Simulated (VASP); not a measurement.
# SiC (P6_3mc) in VASP: single point with PBE

Aim: the single point of SiC with PBE.

Everything below comes from runs of VASP 6.6.1. Logs are shortened: lines on timing, memory, paths and dates and some standing lists are left out, and cuts for length are marked.

### 1 The cell of the first run

It takes space group P6_3mc (No. 186, hexagonal). The conventional cell has a = 3.094 Å, b = 3.094 Å, c = 10.129 Å, α = 90.00°, β = 90.00°, γ = 120.00°. Within 2.4 Å of Si (site symmetry 3m) lie 4 C at 1.82 to 1.93 Å. Within 2.4 Å of Si (site symmetry 3m) lie 4 C at 1.81 to 1.92 Å. Within 2.4 Å of C (site symmetry 3m) lie 4 Si at 1.82 to 1.92 Å. C (site symmetry 3m) has 4 Si at 1.81 to 1.93 Å within 2.4 Å.

### 2 Single point, PBE (all C atoms moved +0.087 Å, as atom 5 along Cartesian [0 0 1])

The input, INCAR:

```
SYSTEM = SiC
PREC = Accurate
ENCUT = 520
EDIFF = 1E-6
ISMEAR = 0
SIGMA = 0.05
LREAL = .False.
LASPH = .True.
NELM = 60
ALGO = Normal
ISIF = 2
LWAVE = .False.
LCHARG = .True.
GGA = PE
LELF = .True.
LVHAR = .True.
NBANDS = 26
```

The input, KPOINTS:

```
regular mesh
0
Gamma
  12 12 4
  0 0 0
```

The input, POSCAR:

```
SiC
1.0
    3.0941201807      0.0000000000      0.0000000000
   -1.5470600903      2.6795866789      0.0000000000
    0.0000000000      0.0000000000     10.1293391985
Si C
4 4
Direct
    0.6666666667      0.3333333333      0.9378441878
    0.3333333333      0.6666666667      0.4378441878
    0.0000000000      0.0000000000      0.6878995565
    0.0000000000      0.0000000000      0.1878995565
    0.6666666667      0.3333333333      0.7584457192
    0.3333333333      0.6666666667      0.2584457192
    0.0000000000      0.0000000000      0.5090860831
    0.0000000000      0.0000000000      0.0090860831
```

Potentials or basis: VASP PAW PBE potentials, release 64 (Si, C).

Run with:

```console
> cat potpaw_PBE.64/Si/POTCAR potpaw_PBE.64/C/POTCAR > POTCAR
> mpirun -np 1 vasp_std > vasp.out
```

OUTCAR:

```text
SYSTEM = SiC
   PREC = Accurate
   ENCUT = 520
   EDIFF = 1E-6
   ISMEAR = 0
   LREAL = .False.
   LASPH = .True.
   NELM = 60
   ISIF = 2
   GGA = PE

 ion  position               nearest neighbor table
   1  0.667  0.333  0.938-   5 1.82   8 1.93   8 1.93   8 1.93   3 3.10   3 3.10   3 3.10   4 3.10
                             4 3.10   4 3.10
   2  0.333  0.667  0.438-   6 1.82   7 1.93   7 1.93   7 1.93   4 3.10   4 3.10   4 3.10   3 3.10
                             3 3.10   3 3.10
   3  0.000  0.000  0.688-   7 1.81   5 1.92   5 1.92   5 1.92   1 3.10   1 3.10   1 3.10   2 3.10
                             2 3.10   2 3.10
   4  0.000  0.000  0.188-   8 1.81   6 1.92   6 1.92   6 1.92   2 3.10   2 3.10   2 3.10   1 3.10
                             1 3.10   1 3.10
   5  0.667  0.333  0.758-   1 1.82   3 1.92   3 1.92   3 1.92
   6  0.333  0.667  0.258-   2 1.82   4 1.92   4 1.92   4 1.92
   7  0.000  0.000  0.509-   3 1.81   2 1.93   2 1.93   2 1.93
   8  0.000  0.000  0.009-   4 1.81   1 1.93   1 1.93   1 1.93

  LATTYP: Found a hexagonal cell.
 ALAT       =     3.0941201807
 C/A-ratio  =     3.2737381249

  Lattice vectors:

 A1 = (   3.0941201807,   0.0000000000,   0.0000000000)
 A2 = (  -1.5470600903,   2.6795866789,   0.0000000000)
 A3 = (   0.0000000000,   0.0000000000,  10.1293391985)

Analysis of symmetry for initial positions (statically):
=====================================================================
 Subroutine PRICEL returns:
 Original cell was already a primitive cell.

 Routine SETGRP: Setting up the symmetry group for a
 hexagonal supercell.

 Subroutine GETGRP returns: Found 12 space group operations
 (whereof  6 operations were pure point group operations)
 out of a pool of 24 trial point group operations.

The static configuration has the point symmetry C_3v.
 The point group associated with its full space group is C_6v.

Analysis of symmetry for dynamics (positions and initial velocities):
=====================================================================
 Subroutine PRICEL returns:
 Original cell was already a primitive cell.

 Routine SETGRP: Setting up the symmetry group for a
 hexagonal supercell.

 Subroutine GETGRP returns: Found 12 space group operations
 (whereof  6 operations were pure point group operations)
 out of a pool of 24 trial point group operations.

The dynamic configuration has the point symmetry C_3v.
 The point group associated with its full space group is C_6v.

 Subroutine INISYM returns: Found 12 space group operations
 (whereof  6 operations are pure point group operations),
 and found     1 'primitive' translations

----------------------------------------------------------------------------------------

                                     Primitive cell

  volume of cell :      83.9820

  direct lattice vectors                    reciprocal lattice vectors
     3.094120181  0.000000000  0.000000000     0.323193652  0.186595942  0.000000000
    -1.547060090  2.679586679  0.000000000     0.000000000  0.373191884  0.000000000
     0.000000000  0.000000000 10.129339199     0.000000000  0.000000000  0.098723123

  length of vectors
     3.094120181  3.094120181 10.129339199     0.373191884  0.373191884  0.098723123

  position of ions in fractional coordinates (direct lattice)
     0.666666667  0.333333333  0.937844188
     0.333333333  0.666666667  0.437844188
     0.000000000  0.000000000  0.687899556
     0.000000000  0.000000000  0.187899556
     0.666666667  0.333333333  0.758445719
     0.333333333  0.666666667  0.258445719
     0.000000000  0.000000000  0.509086083
     0.000000000  0.000000000  0.009086083

  ion indices of the primitive-cell ions
   primitive index   ion index
                 1           1
                 2           2
                 3           3
                 4           4
                 5           5
                 6           6
                 7           7
                 8           8

----------------------------------------------------------------------------------------

 KPOINTS: regular mesh

Automatic generation of k-mesh.
 Grid dimensions read from file:
 generate k-points for:   12   12    4

 Generating k-lattice:

  Cartesian coordinates                     Fractional coordinates (reciprocal lattice)
     0.026932804  0.015549662  0.000000000     0.083333333  0.000000000  0.000000000
     0.000000000  0.031099324  0.000000000     0.000000000  0.083333333  0.000000000
     0.000000000  0.000000000  0.024680781     0.000000000  0.000000000  0.250000000

  Length of vectors
     0.031099324  0.031099324  0.024680781

  Shift w.r.t. Gamma in fractional coordinates (k-lattice)
     0.000000000  0.000000000  0.000000000

 Subroutine IBZKPT returns following result:
 ===========================================

 Found     57 irreducible k-points:

 Following reciprocal coordinates:
            Coordinates               Weight
  0.000000  0.000000  0.000000      1.000000
  0.083333  0.000000  0.000000      6.000000
  0.166667  0.000000  0.000000      6.000000
  0.250000  0.000000  0.000000      6.000000
  0.333333  0.000000  0.000000      6.000000
  0.416667  0.000000  0.000000      6.000000
[... 16 lines left out ...]
  0.250000  0.000000  0.250000     12.000000
  0.333333  0.000000  0.250000     12.000000
 [... further k-points ...]
   k-points           NKPTS =     57   k-points in BZ     NKDIM =     57   number of bands    NBANDS=     26
   number of dos      NEDOS =    301   number of ions     NIONS =      8
   total plane-waves  NPLWV =  46080
   dimension x,y,z NGX =    24 NGY =   24 NGZ =   80
   dimension x,y,z NGXF=    48 NGYF=   48 NGZF=  160
   ions per type =               4   4
   NGX,Y,Z   is equivalent  to a cutoff of  12.90, 12.90, 13.13 a.u.
   NGXF,Y,Z  is equivalent  to a cutoff of  25.79, 25.79, 26.26 a.u.
 SYSTEM =  SiC
   PREC   = accura    normal or accurate (medium, high low for compatibility)
   ISTART =      0    job   : 0-new  1-cont  2-samecut
   ICHARG =      2    charge: 1-file 2-atom 10-const
   ISPIN  =      1    spin polarized calculation?
   LNONCOLLINEAR =      F non collinear calculations
   LSORBIT =      F    spin-orbit coupling
   LASPH  =      T    aspherical Exc in radial PAW
   ENCUT  =  520.0 eV  38.22 Ry    6.18 a.u.   5.75  5.75 18.83*2*pi/ulx,y,z
   NELM   =     60;   NELMIN=  2; NELMDL= -5     # of ELM steps
   EDIFF  = 0.1E-05   stopping-criterion for ELM
   LREAL  =      F    real-space projection
   EDIFFG = 0.1E-04   stopping-criterion for IOM
   NSW    =      0    number of steps for IOM
   IBRION =     -1    ionic relax: 0-MD 1-quasi-New 2-CG
   NFREE  =      0    steps in history (QN), initial steepest desc. (CG)
   ISIF   =      2    stress and relaxation
   ISYM   =      2    0-nonsym 1-usesym 2-fastsym
   POTIM  = 0.5000    time-step for ionic-motion
   TEBEG  =    0.0;   TEEND  =   0.0 temperature during run
   PSTRESS=    0.0 pullay stress
   NELECT =      32.0000    total number of electrons
   NUPDOWN=      -1.0000    fix difference up-down
   EMIN   =  10.00;   EMAX   =-10.00  energy-range for DOS
   EFERMI =   0.00;   METHOD = LEGACY
   ISMEAR =     0;   SIGMA  =   0.05  broadening in eV -4-tet -1-fermi 0-gaus
   EFERMI_NEDOS =   21; number of points for ismear=-14 and -15
   IALGO  =     38    algorithm
   IMIX   =      4    mixing-type and parameters
     AMIX     =   0.40;   BMIX     =  1.00
     AMIX_MAG =   1.60;   BMIX_MAG =  1.00
  volume/ion in A,a.u.               =      10.50        70.84
  Fermi-wavevector in a.u.,A,eV,Ry     =   1.186851  2.242823 19.165368  1.408615
  Thomas-Fermi vector in A             =   2.323015
   LORBIT       =      0    0 simple, 1 ext, 2 COOP (PROOUT), +10 PAW based schemes
   GGA     = PE    functional components
   LHFCALC =     F    Hartree Fock is set to
   AEXX    =    0.0000 exact exchange contribution
   IVDW    =     0    specifies the selected vdW correction
   LEPSILON=     F    determine dielectric tensor
   LRPA    =     F    only Hartree local field effects (RPA)
 non-spin polarized calculation
 Gauss-broadening in eV      SIGMA  =   0.05
  energy-cutoff  :      520.00
  volume of cell :       83.98
 maximum number of plane-waves:      2280
 NGX is ok and might be reduce to    24
   NGX = 11   NGY = 11   NGZ = 37

 number of electron      32.0000002 magnetization

 Free energy of the ion-electron system (eV)
  ---------------------------------------------------
  ext. energy  EPLUGINS =         0.00000000
  ---------------------------------------------------
  free energy    TOTEN  =       -59.93848791 eV

  energy without entropy =      -59.93848791  energy(sigma->0) =      -59.93848791

 E-fermi :   8.4458     XC(G=0): -11.2914

 val. band max:        8.2364142196   @ k =   0.0000   0.0000   0.0000
 cond. band min:      10.1380110054   @ k =   0.5000   0.0000   0.0000
 fundamental gap:      1.9015967858
 Fermi energy:         8.4458000434

 k-point     1 :       0.0000    0.0000    0.0000
  band No.  band energies     occupation
      1      -7.3577      2.00000
      2      -6.1766      2.00000
      3      -6.1519      2.00000
      4      -3.7166      2.00000
      5      -0.8314      2.00000
      6       3.3940      2.00000
[... 18 lines left out ...]
     25      15.5281      0.00000
     26      16.1565      0.00000

 k-point     2 :       0.0833    0.0000    0.0000
  band No.  band energies     occupation
      1      -7.2390      2.00000
      2      -6.0620      2.00000
      3      -6.0369      2.00000
      4      -3.6184      2.00000
      5      -0.7241      2.00000
      6       3.4272      2.00000
[... 18 lines left out ...]
     25      15.4235      0.00000
[... 608 lines left out ...]
     25      16.6447      0.00000
     26      16.6634      0.00000

 k-point    24 :       0.3333    0.0000    0.2500
  band No.  band energies     occupation
      1      -5.4674      2.00000
      2      -4.9119      2.00000
      3      -3.8776      2.00000
      4      -2.7118      2.00000
      5       0.6401      2.00000
      6       1.2898      2.00000
[... 18 lines left out ...]
     25      16.3901      0.00000
     26      16.8338      0.00000

 [... further k-points ...]

------------------------ aborting loop because EDIFF is reached ----------------------------------------

  FORCE on cell =-STRESS in cart. coord.  units (eV):
  Direction    XX          YY          ZZ          XY          YZ          ZX
  --------------------------------------------------------------------------------------
  -------------------------------------------------------------------------------------
  Total       -1.5110444     -1.5110444      4.3511355     -0.0000000      0.0000000      0.0000000
  in kB      -28.8271499    -28.8271499     83.0093635     -0.0000000      0.0000000      0.0000000
  external PRESSURE =       8.4516879 kB  Pullay stress =       0.0000000 kB

 VOLUME and BASIS-vectors are now :
 -----------------------------------------------------------------------------
  energy-cutoff  :      520.00
  volume of cell :       83.98
      direct lattice vectors                 reciprocal lattice vectors
     3.094120181  0.000000000  0.000000000     0.323193652  0.186595942  0.000000000
    -1.547060090  2.679586679  0.000000000     0.000000000  0.373191884  0.000000000
     0.000000000  0.000000000 10.129339199     0.000000000  0.000000000  0.098723123

 POSITION                                       TOTAL-FORCE (eV/Angst)
 -----------------------------------------------------------------------------------
      1.54706      0.89320      9.49974         0.000000      0.000000      1.890437
     -0.00000      1.78639      4.43507        -0.000000     -0.000000      1.890437
      0.00000      0.00000      6.96797        -0.000000     -0.000000      1.870671
      0.00000      0.00000      1.90330         0.000000      0.000000      1.870671
      1.54706      0.89320      7.68255        -0.000000     -0.000000     -1.860885
     -0.00000      1.78639      2.61788        -0.000000      0.000000     -1.860885
      0.00000      0.00000      5.15671         0.000000      0.000000     -1.900223
      0.00000      0.00000      0.09204         0.000000      0.000000     -1.900223
 -----------------------------------------------------------------------------------
    total drift:                               -0.000000     -0.000000     -0.001010

  FREE ENERGIE OF THE ION-ELECTRON SYSTEM (eV)
  ---------------------------------------------------
  free  energy   TOTEN  =       -59.9384879147 eV

  energy  without entropy=      -59.9384879147  energy(sigma->0) =      -59.93848791
```

Run time: 67 s. Hardware: 1 thread of Intel Xeon Platinum 8488C (Sapphire Rapids), shared host; peak memory 0.25 GiB.

Results:

```yaml
Free_energy: -59.9385 eV
Pressure: 0.8 GPa
Largest_force: 1.900 eV/Å
Band_gap_on_the_k_mesh: 1.90 eV, indirect (least direct gap 2.98 eV)
```

Forces in eV/Å, atoms in the order of the input:
```
Si   0.000  0.000  1.890
Si   0.000  0.000  1.890
Si   0.000  0.000  1.871
Si   0.000  0.000  1.871
C    0.000  0.000 -1.861
C    0.000  0.000 -1.861
C    0.000  0.000 -1.900
C    0.000  0.000 -1.900
```

Stress tensor (GPa, compression positive):
```
-2.88  0.00  0.00
 0.00 -2.88  0.00
 0.00  0.00  8.30
```

Levels at points of the mesh, in eV from the valence-band top:
```
           k point  band 14  band 15  band 16  band 17  band 18  band 19
(0.00, 0.00, 0.00)    -0.64     0.00     0.00     4.77     5.39     5.87
(0.50, 0.00, 0.00)    -2.41    -2.10    -1.08     1.90     2.17     4.03
(0.00, 0.00, 0.50)    -0.23    -0.23    -0.23     4.99     4.99     6.32
(0.50, 0.00, 0.50)    -3.01    -1.55    -1.55     2.40     2.40     3.93
```

Caveat: the cell differs from its parent crystal (all C atoms moved +0.087 Å, as atom 5 along Cartesian [0 0 1]); forces of over 1 eV/Å act on the atoms, so gaps and moduli don't describe the material at rest. A k mesh can miss the band edges.
